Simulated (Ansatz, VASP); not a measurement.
# CdHgS2 in VASP and in Ansatz

```xyz
4
Lattice="4.1760 0.0000 0.0000 0.0000 4.1760 0.0000 0.0000 0.0000 5.8818" Properties=species:S:1:pos:R:3 pbc="T T T"
Cd    0.0000    0.0000    0.0000
S     0.0000    2.0880    1.4486
S     2.0880    0.0000    4.4331
Hg    2.0880    2.0880    2.9409
```

Alike in both runs: task single point; functional PBE; k mesh 6 × 6 × 4; no spin polarisation.

|  | VASP | Ansatz |
| --- | --- | --- |
| version | VASP 6.6.1 | Ansatz 0.2.0 |
| potentials or method | VASP PAW PBE potentials, release 64 (Cd, S, Hg) | plane waves, PAW |
| plane-wave cutoff (eV) | 520 | 420 |
| occupations | gaussian, width 0.01 eV | fixed |
| valence electrons in the cell | 36 | 52 |

|  | VASP | Ansatz | Ansatz less VASP |
| --- | --- | --- | --- |
| gap on the k mesh at the Fermi level (eV) | 0.27 | 0.27 | -0.001 |
| pressure (GPa) | 2.0 | 1.7 | -0.30 |

VASP's potentials hold 36 valence electrons a cell and Ansatz's 52, so a difference there can come from the potentials and not from the codes.

Neither program's run includes spin-orbit coupling.
